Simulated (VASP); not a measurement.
Set up this calculation in VASP 6.6.1, as the native input.

- Task: single point
- Functional: PBEsol
- Potentials or basis: VASP PAW PBE potentials, release 64 (Ni, Al)
- Cutoff: 520 eV
- k mesh: 8 × 8 × 8
- Occupations: fermi-dirac, width 0.05 eV
- Spin: collinear spin, ferromagnetic start
- Starting moments: [1.0, 1.0, 1.0, 0.0] μB
- Dipole correction: no
- Further INCAR settings: ALGO = Fast; EDIFF = 1e-06; NBANDS = 28

The structure of AlNi3 lies in POSCAR:

```
AlNi3
1.0
    0.0000000000      2.8387599407      2.8387599407
    2.8387599407      0.0000000000      2.8387599407
    2.8387599407      2.8387599407      0.0000000000
Ni Al
3 1
Direct
    0.7500000000      0.7500000000      0.7500000000
    0.0000000000      0.0000000000      0.0000000000
    0.2500000000      0.2500000000      0.2500000000
    0.5000000000      0.5000000000      0.5000000000
```

These files were run (other wordings do the same):

INCAR

```
SYSTEM = AlNi3
PREC     = Accurate       ! precision mode
ENCUT    = 520            ! plane-wave cutoff, eV
EDIFF    = 1E-6           ! SCF threshold, eV
ISMEAR   = -1             ! smearing method
SIGMA    = 0.05           ! smearing width, eV
LREAL    = .FALSE.        ! projectors in reciprocal space
LASPH    = .TRUE.         ! aspherical terms in the spheres
NELM     = 150            ! most SCF steps
ALGO     = Fast           ! electronic algorithm
ISIF     = 2              ! what is computed and relaxed
LWAVE    = .FALSE.        ! write WAVECAR
LCHARG   = .FALSE.        ! write CHGCAR
ISPIN    = 2              ! spin polarisation
MAGMOM   = 1 1 1 0        ! initial moments
LORBIT   = 11             ! projections on sites
LMAXMIX  = 4              ! l up to which the mixer works
GGA      = PS             ! functional
NBANDS   = 28             ! bands
```

KPOINTS

```
regular mesh
0
G
  8 8 8
  0 0 0
```

Potentials or basis: VASP PAW PBE potentials, release 64 (Ni, Al).

Launch:

```bash
$ cat potpaw_PBE.64/Ni/POTCAR potpaw_PBE.64/Al/POTCAR > POTCAR
$ mpirun -np 1 vasp_std > vasp.out
```

It gave:

| Quantity | Value |
| --- | --- |
| Pressure | -7.7 GPa |
| Net moment | 0.00 μB per cell |
| Valence electrons inside the program's atomic spheres | Ni 9.39, 9.34 (each value once); Al 0.80 |

Caveat: the cell stands under tension; the PAW data sets were made with another functional, which shifts forces and pressure a little.

Run time: 2.9 min on 1 thread of Intel Xeon 8259CL (shared host), peak memory 0.22 GiB.
